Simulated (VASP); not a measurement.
A run of VASP 6.6.1:

Contents of INCAR:

```
SYSTEM = Sc4Be
ALGO     = Fast           ! electronic algorithm
EDIFF    = 1E-7           ! SCF threshold, eV
EDIFFG   = -0.01          ! ionic threshold
ENCUT    = 600            ! plane-wave cutoff, eV
GGA      = PE             ! functional
IBRION   = 2              ! ionic algorithm
ISIF     = 3              ! what is computed and relaxed
ISMEAR   = 0              ! smearing method
LASPH    = .True.         ! aspherical terms in the spheres
LCHARG   = .False.        ! write CHGCAR
LREAL    = .False.        ! projectors in reciprocal space
LWAVE    = .False.        ! write WAVECAR
NELM     = 80             ! most SCF steps
NSW      = 100            ! ionic steps
PREC     = Accurate       ! precision mode
SIGMA    = 0.1            ! smearing width, eV
```

The input KPOINTS:

```
k-points
0
Gamma
  8 8 8
  0 0 0
```

File POSCAR:

```
Sc4Be
1.0
    4.8943699048      0.0000000000      0.0000000000
    0.0000000000      4.8943699048      0.0000000000
    0.0000000000      0.0000000000      4.8943699048
Sc Be
4 1
Direct
    0.0000000000      0.5000000000      0.5000000000
    0.5000000000      0.0000000000      0.5000000000
    0.5000000000      0.5000000000      0.0000000000
    0.0000000000      0.0000000000      0.0000000000
    0.5000000000      0.5000000000      0.5000000000
```

Potentials or basis: VASP PAW PBE potentials, release 64 (Sc_sv, Be).

Command:

```bash
$ cat potpaw_PBE.64/Sc_sv/POTCAR potpaw_PBE.64/Be/POTCAR > POTCAR
$ mpirun -np 1 vasp_std > vasp.out
```

Hardware: 1 thread of Oxide Virtual Turin-like Processor (shared host).

Q: How long does it take, and how much memory?

A: Wall time 13 min on 1 thread of Oxide Virtual Turin-like Processor, on a shared host, peak memory 0.28 GiB. Counts: scf iterations 67, k points 35, ion steps 2.
